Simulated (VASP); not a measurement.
# H2CO in VASP: a series of runs

Runs on H2CO. Level: PBE+D3(BJ). Tasks: single point.

Program: VASP 6.6.1. These are calculated values, not measurements. Logs are shortened: lines on timing, memory, paths and dates and some standing lists are left out, and cuts for length are marked.

## (1) The cell of the first run

The cell holds an amorphous packing of atoms, 32 atoms: a = 7.873 Å, b = 7.873 Å, c = 7.873 Å, α = 90.00°, β = 90.00°, γ = 90.00°.

## (2) Single point, PBE+D3(BJ)

Input file INCAR:

```
PREC     = Accurate       # precision mode
ENCUT    = 520            # plane-wave cutoff, eV
EDIFF    = 1E-6           # SCF threshold, eV
ISMEAR   = -1             # smearing method
SIGMA    = 0.02           # smearing width, eV
LREAL    = Auto         
LASPH    = T              # aspherical terms in the spheres
NELM     = 80             # most SCF steps
ALGO     = Normal         # electronic algorithm
ISIF     = 2              # what is computed and relaxed
LWAVE    = F              # write WAVECAR
LCHARG   = F              # write CHGCAR
GGA      = PE             # functional
IVDW     = 12             # dispersion correction
NBANDS   = 70             # bands
```

Input file KPOINTS:

```
regular mesh
0
Gamma
  1 1 1
```

Input file POSCAR:

```
H2CO
1.0
    7.8729940000      0.0000000000      0.0000000000
    0.0000000000      7.8729940000      0.0000000000
    0.0000000000      0.0000000000      7.8729940000
O C H
8 8 16
Direct
    0.8902556961     -0.0564672659      0.7032862271
   -0.0174146818     -0.0053023945      0.1141266276
    0.1965297453      0.5843997249      0.4797745225
    0.7582869048      0.3182830579      0.5659982786
    0.3318497066      0.1713246361      0.8345859418
    0.4797336963      0.8190603712      0.2251972514
    0.9947534322      0.4429394569      0.0703735684
    0.5218637290      0.2806636055      0.2252389426
    0.7818371144     -0.0075771216      0.8013758059
    0.1289320123      0.0440084700      0.1045177426
    0.1538386878      0.7323818015      0.4661179153
    0.8687194733      0.2731678876      0.4670642094
    0.2745489127      0.2912444470      0.7558315679
    0.5023315721      0.6861059150      0.1497444266
    0.9504769528      0.5764097177      0.0079418251
    0.4502220505      0.2150719201      0.3448968057
    0.7467257817      0.1287196370      0.8131428454
    0.7126197729     -0.0975912028      0.8863328159
    0.1639444505      0.1778572876      0.1332598519
    0.2354991429     -0.0403433947      0.0670468227
    0.2495234422      0.8327177579      0.4359786377
    0.0185046068      0.7724111939      0.4767452788
    0.9909131567      0.3450754848      0.4567581810
    0.8523282324      0.1620080696      0.3797357732
    0.1387958064      0.3305395152      0.7666595062
    0.3529033706      0.3687721186      0.6665844556
    0.4744805520      0.6759811232      0.0105972770
    0.5463988701      0.5675359657      0.2126102088
    0.9659058368      0.7006292024      0.0743640019
    0.8904521539      0.5822233609     -0.1205522160
    0.5094745661      0.1150176366      0.4264342805
    0.3189880534      0.2546316145      0.3822393211
```

Potentials or basis: VASP PAW PBE potentials, release 64 (O, C, H).

The run is started by

```
> cat potpaw_PBE.64/O/POTCAR potpaw_PBE.64/C/POTCAR potpaw_PBE.64/H/POTCAR > POTCAR
> mpirun -np 1 vasp_gam > vasp.out
```

OUTCAR:

```text
PREC = Accurate
   ENCUT = 520
   EDIFF = 1E-6
   ISMEAR = -1
   LREAL = Auto
   LASPH = T
   NELM = 80
   ISIF = 2
   GGA = PE
   IVDW = 12
 IVDW          = 12

 ion  position               nearest neighbor table
   1  0.890  0.944  0.703-   9 1.21
   2  0.983  0.995  0.114-  10 1.22
   3  0.197  0.584  0.480-  11 1.22
   4  0.758  0.318  0.566-  12 1.22
   5  0.332  0.171  0.835-  13 1.22
   6  0.480  0.819  0.225-  14 1.22
   7  0.995  0.443  0.070-  15 1.21
   8  0.522  0.281  0.225-  16 1.21
   9  0.782  0.992  0.801-  17 1.11  18 1.12   1 1.21
  10  0.129  0.044  0.105-  20 1.11  19 1.11   2 1.22
  11  0.154  0.732  0.466-  22 1.11  21 1.12   3 1.22
  12  0.869  0.273  0.467-  23 1.12  24 1.12   4 1.22
  13  0.275  0.291  0.756-  25 1.12  26 1.12   5 1.22
  14  0.502  0.686  0.150-  28 1.11  27 1.12   6 1.22
  15  0.950  0.576  0.008-  29 1.12  30 1.12   7 1.21
  16  0.450  0.215  0.345-  31 1.12  32 1.12   8 1.21
  17  0.747  0.129  0.813-   9 1.11
  18  0.713  0.902  0.886-   9 1.12
  19  0.164  0.178  0.133-  10 1.11
  20  0.235  0.960  0.067-  10 1.11
  21  0.250  0.833  0.436-  11 1.12
  22  0.019  0.772  0.477-  11 1.11
[... 8 lines left out ...]
  31  0.509  0.115  0.426-  16 1.12
  32  0.319  0.255  0.382-  16 1.12

  LATTYP: Found a simple cubic cell.
 ALAT       =     7.8729940000

  Lattice vectors:

 A1 = (   7.8729940000,   0.0000000000,   0.0000000000)
 A2 = (   0.0000000000,   7.8729940000,   0.0000000000)
 A3 = (   0.0000000000,   0.0000000000,   7.8729940000)

Analysis of symmetry for initial positions (statically):
=====================================================================
 Subroutine PRICEL returns:
 Original cell was already a primitive cell.

 Routine SETGRP: Setting up the symmetry group for a
 simple cubic supercell.

 Subroutine GETGRP returns: Found  1 space group operations
 (whereof  1 operations were pure point group operations)
 out of a pool of 48 trial point group operations.

The static configuration has the point symmetry C_1 .

Analysis of symmetry for dynamics (positions and initial velocities):
=====================================================================
 Subroutine PRICEL returns:
 Original cell was already a primitive cell.

 Routine SETGRP: Setting up the symmetry group for a
 simple cubic supercell.

 Subroutine GETGRP returns: Found  1 space group operations
 (whereof  1 operations were pure point group operations)
 out of a pool of 48 trial point group operations.

The dynamic configuration has the point symmetry C_1 .

 Subroutine INISYM returns: Found  1 space group operations
 (whereof  1 operations are pure point group operations),
 and found     1 'primitive' translations

----------------------------------------------------------------------------------------

                                     Primitive cell

  volume of cell :     487.9999

  direct lattice vectors                    reciprocal lattice vectors
     7.872994000  0.000000000  0.000000000     0.127016482  0.000000000  0.000000000
     0.000000000  7.872994000  0.000000000     0.000000000  0.127016482  0.000000000
     0.000000000  0.000000000  7.872994000     0.000000000  0.000000000  0.127016482

  length of vectors
     7.872994000  7.872994000  7.872994000     0.127016482  0.127016482  0.127016482

  position of ions in fractional coordinates (direct lattice)
     0.890255696  0.943532734  0.703286227
     0.982585318  0.994697606  0.114126628
     0.196529745  0.584399725  0.479774523
     0.758286905  0.318283058  0.565998279
     0.331849707  0.171324636  0.834585942
     0.479733696  0.819060371  0.225197251
[... 24 lines left out ...]
     0.509474566  0.115017637  0.426434280
     0.318988053  0.254631614  0.382239321

  ion indices of the primitive-cell ions
   primitive index   ion index
                 1           1
                 2           2
                 3           3
                 4           4
                 5           5
                 6           6
[... 24 lines left out ...]
                31          31
                32          32

----------------------------------------------------------------------------------------

 KPOINTS: regular mesh

Automatic generation of k-mesh.
 Grid dimensions read from file:
 generate k-points for:    1    1    1

 Generating k-lattice:

  Cartesian coordinates                     Fractional coordinates (reciprocal lattice)
     0.127016482  0.000000000  0.000000000     1.000000000  0.000000000  0.000000000
     0.000000000  0.127016482  0.000000000     0.000000000  1.000000000  0.000000000
     0.000000000  0.000000000  0.127016482     0.000000000  0.000000000  1.000000000

  Length of vectors
     0.127016482  0.127016482  0.127016482

  Shift w.r.t. Gamma in fractional coordinates (k-lattice)
     0.000000000  0.000000000  0.000000000

 Subroutine IBZKPT returns following result:
 ===========================================

 Found      1 irreducible k-points:

 Following reciprocal coordinates:
            Coordinates               Weight
  0.000000  0.000000  0.000000      1.000000
   k-points           NKPTS =      1   k-points in BZ     NKDIM =      1   number of bands    NBANDS=     70
   number of dos      NEDOS =    301   number of ions     NIONS =     32
   total plane-waves  NPLWV = 216000
   dimension x,y,z NGX =    60 NGY =   60 NGZ =   60
   dimension x,y,z NGXF=   120 NGYF=  120 NGZF=  120
   ions per type =               8   8  16
   NGX,Y,Z   is equivalent  to a cutoff of  12.67, 12.67, 12.67 a.u.
   NGXF,Y,Z  is equivalent  to a cutoff of  25.34, 25.34, 25.34 a.u.
 SYSTEM =  unknown system
   PREC   = accura    normal or accurate (medium, high low for compatibility)
   ISTART =      0    job   : 0-new  1-cont  2-samecut
   ICHARG =      2    charge: 1-file 2-atom 10-const
   ISPIN  =      1    spin polarized calculation?
   LNONCOLLINEAR =      F non collinear calculations
   LSORBIT =      F    spin-orbit coupling
   LASPH  =      T    aspherical Exc in radial PAW
   ENCUT  =  520.0 eV  38.22 Ry    6.18 a.u.  14.64 14.64 14.64*2*pi/ulx,y,z
   NELM   =     80;   NELMIN=  2; NELMDL= -5     # of ELM steps
   EDIFF  = 0.1E-05   stopping-criterion for ELM
   LREAL  =      T    real-space projection
   EDIFFG = 0.1E-04   stopping-criterion for IOM
   NSW    =      0    number of steps for IOM
   IBRION =     -1    ionic relax: 0-MD 1-quasi-New 2-CG
   NFREE  =      0    steps in history (QN), initial steepest desc. (CG)
   ISIF   =      2    stress and relaxation
   ISYM   =      2    0-nonsym 1-usesym 2-fastsym
   POTIM  = 0.5000    time-step for ionic-motion
   TEBEG  =    0.0;   TEEND  =   0.0 temperature during run
   PSTRESS=    0.0 pullay stress
   NELECT =      96.0000    total number of electrons
   NUPDOWN=      -1.0000    fix difference up-down
   EMIN   =  10.00;   EMAX   =-10.00  energy-range for DOS
   EFERMI =   0.00;   METHOD = LEGACY
   ISMEAR =    -1;   SIGMA  =   0.02  broadening in eV -4-tet -1-fermi 0-gaus
   EFERMI_NEDOS =   21; number of points for ismear=-14 and -15
   IALGO  =     38    algorithm
   IMIX   =      4    mixing-type and parameters
     AMIX     =   0.40;   BMIX     =  1.00
     AMIX_MAG =   1.60;   BMIX_MAG =  1.00
  volume/ion in A,a.u.               =      15.25       102.91
  Fermi-wavevector in a.u.,A,eV,Ry     =   0.952121  1.799247 12.334140  0.906534
  Thomas-Fermi vector in A             =   2.080654
   LORBIT       =      0    0 simple, 1 ext, 2 COOP (PROOUT), +10 PAW based schemes
   GGA     = PE    functional components
   LHFCALC =     F    Hartree Fock is set to
   AEXX    =    0.0000 exact exchange contribution
   IVDW    =    12    specifies the selected vdW correction
   LEPSILON=     F    determine dielectric tensor
   LRPA    =     F    only Hartree local field effects (RPA)
 non-spin polarized calculation
  energy-cutoff  :      520.00
  volume of cell :      488.00
 maximum number of plane-waves:      6603
 NGX is ok and might be reduce to    60
   NGX = 29   NGY = 29   NGZ = 29

 number of electron      95.9999999 magnetization

 Free energy of the ion-electron system (eV)
  ---------------------------------------------------
  ext. energy  EPLUGINS =         0.00000000
  ---------------------------------------------------
  free energy    TOTEN  =      -178.09925240 eV

  energy without entropy =     -178.09925240  energy(sigma->0) =     -178.09925240

 E-fermi :  -2.4734     XC(G=0):  -6.0511

 val. band max:       -2.9676068549   @ k =   0.0000   0.0000   0.0000
 cond. band min:      -0.2296381364   @ k =   0.0000   0.0000   0.0000
 fundamental gap:      2.7379687186
 Fermi energy:        -2.4734010202

 k-point     1 :       0.0000    0.0000    0.0000
  band No.  band energies     occupation
      1     -23.9368      2.00000
      2     -23.9034      2.00000
      3     -23.8572      2.00000
      4     -23.8456      2.00000
      5     -23.7635      2.00000
      6     -23.7067      2.00000
[... 52 lines left out ...]
     59       3.5421      0.00000
     60       3.7866      0.00000
 [bands above 60 left out]

------------------------ aborting loop because EDIFF is reached ----------------------------------------

 Edisp (eV)   -1.16302

 E8    (eV) :    -0.2673

  FORCE on cell =-STRESS in cart. coord.  units (eV):
  Direction    XX          YY          ZZ          XY          YZ          ZX
  --------------------------------------------------------------------------------------
  -------------------------------------------------------------------------------------
  Total      -0.39808    -0.49117    -0.66323    -0.36914    -0.07160    -0.16632
  in kB      -1.30697    -1.61258    -2.17747    -1.21195    -0.23507    -0.54606
  external pressure =       -1.70 kB  Pullay stress =        0.00 kB

 VOLUME and BASIS-vectors are now :
 -----------------------------------------------------------------------------
  energy-cutoff  :      520.00
  volume of cell :      488.00
      direct lattice vectors                 reciprocal lattice vectors
     7.872994000  0.000000000  0.000000000     0.127016482  0.000000000  0.000000000
     0.000000000  7.872994000  0.000000000     0.000000000  0.127016482  0.000000000
     0.000000000  0.000000000  7.872994000     0.000000000  0.000000000  0.127016482

 POSITION                                       TOTAL-FORCE (eV/Angst)
 -----------------------------------------------------------------------------------
      7.00898      7.42843      5.53697         0.296176     -0.122203     -0.346687
      7.73589      7.83125      0.89852        -0.373174     -0.154756      0.073503
      1.54728      4.60098      3.77726         0.097253     -0.234655      0.112984
      5.96999      2.50584      4.45610        -0.097406      0.050755      0.087754
      2.61265      1.34884      6.57069         0.082184     -0.143471      0.024050
      3.77694      6.44846      1.77298         0.014025      0.163707      0.197479
[... 24 lines left out ...]
      4.01109      0.90553      3.35731         0.023423      0.110664     -0.186365
      2.51139      2.00471      3.00937        -0.005755     -0.010231     -0.034707
 -----------------------------------------------------------------------------------
    total drift:                                0.004606      0.006642      0.008569

  FREE ENERGIE OF THE ION-ELECTRON SYSTEM (eV)
  ---------------------------------------------------
  free  energy   TOTEN  =      -179.2622699638 eV

  energy  without entropy=     -179.2622699638  energy(sigma->0) =     -179.26226996
```

It took 66 s on 1 thread of Intel Xeon Platinum 8375C at 2.90GHz (Ice Lake), shared host; peak memory 0.44 GiB.

What came out:

```yaml
Free_energy: -179.2623 eV
Pressure: -0.2 GPa
Largest_force: 0.699 eV/Å
Band_gap_on_the_k_mesh: 2.74 eV
Dispersion_energy_per_atom: -0.036 eV
```

Forces on the atoms (eV/Å):
```
O    0.296 -0.122 -0.347
O   -0.373 -0.155  0.074
O    0.097 -0.235  0.113
O   -0.097  0.051  0.088
O    0.082 -0.143  0.024
O    0.014  0.164  0.197
O    0.214 -0.577  0.259
O    0.172  0.063 -0.226
C   -0.286  0.154  0.418
C    0.434  0.242 -0.047
C   -0.192  0.213 -0.303
C    0.172 -0.083 -0.255
C   -0.160  0.254 -0.207
C   -0.092 -0.202 -0.198
C   -0.249  0.595 -0.271
C   -0.145 -0.173  0.419
H   -0.030 -0.029 -0.030
H   -0.005  0.050 -0.042
H   -0.050 -0.061 -0.010
H   -0.017 -0.042  0.023
H   -0.062 -0.007  0.111
H    0.133 -0.003  0.075
H   -0.087 -0.121  0.019
H   -0.016  0.193  0.143
H    0.056 -0.054  0.069
H    0.056 -0.093  0.114
H    0.052 -0.028  0.011
H    0.036  0.070  0.020
H    0.023  0.013  0.014
H    0.008 -0.032 -0.033
H    0.023  0.111 -0.186
H   -0.006 -0.010 -0.035
```

Levels at points of the mesh, in eV from the valence-band top:
| k point | band 44 | band 45 | band 46 | band 47 | band 48 | band 49 | band 50 | band 51 | band 52 | band 53 |
| --- | --- | --- | --- | --- | --- | --- | --- | --- | --- | --- |
| (0.00, 0.00, 0.00) | -0.42 | -0.37 | -0.31 | -0.19 | 0.00 | 2.74 | 2.91 | 3.02 | 3.19 | 3.33 |

Caveat: the k points lie up to 0.80 Å⁻¹ apart.

[end of part 1 of 2]
